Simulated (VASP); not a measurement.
A run of VASP 6.6.1:

Contents of INCAR:

```
PREC     = Accurate       # precision mode
ENCUT    = 520            # plane-wave cutoff, eV
EDIFF    = 1E-6           # SCF threshold, eV
ISMEAR   = 0              # smearing method
SIGMA    = 0.01           # smearing width, eV
LREAL    = F              # projectors in reciprocal space
LASPH    = T              # aspherical terms in the spheres
NELM     = 100            # most SCF steps
ALGO     = Normal         # electronic algorithm
ISIF     = 2              # what is computed and relaxed
LWAVE    = F              # write WAVECAR
LCHARG   = T              # write CHGCAR
GGA      = PE             # functional
LELF     = T              # ELF
LVHAR    = T            
NBANDS   = 17             # bands
```

KPOINTS

```
Automatic mesh
0
Gamma
  10 10 10
```

File POSCAR:

```
SnTe
1.0
    0.0000000000      3.2382365152      3.2382365152
    3.2382365152      0.0000000000      3.2382365152
    3.2382365152      3.2382365152      0.0000000000
Sn Te
1 1
Direct
    0.0000000000      0.0000000000      0.0000000000
    0.5000000000      0.5000000000      0.5000000000
```

Potentials or basis: VASP PAW PBE potentials, release 64 (Sn_d, Te).

The run is started by

```sh
$ cat potpaw_PBE.64/Sn_d/POTCAR potpaw_PBE.64/Te/POTCAR > POTCAR
$ mpirun -np 1 vasp_std > vasp.out
```

Hardware: 1 thread of AMD EPYC 9R14 (Zen 4), with other jobs on the host.

Task: Estimate the wall time of this run.

Result: Run time: 35 s on 1 thread of AMD EPYC 9R14 (Zen 4) (shared host), peak memory 0.2 GiB. Counts: scf iterations 12, k points 47.
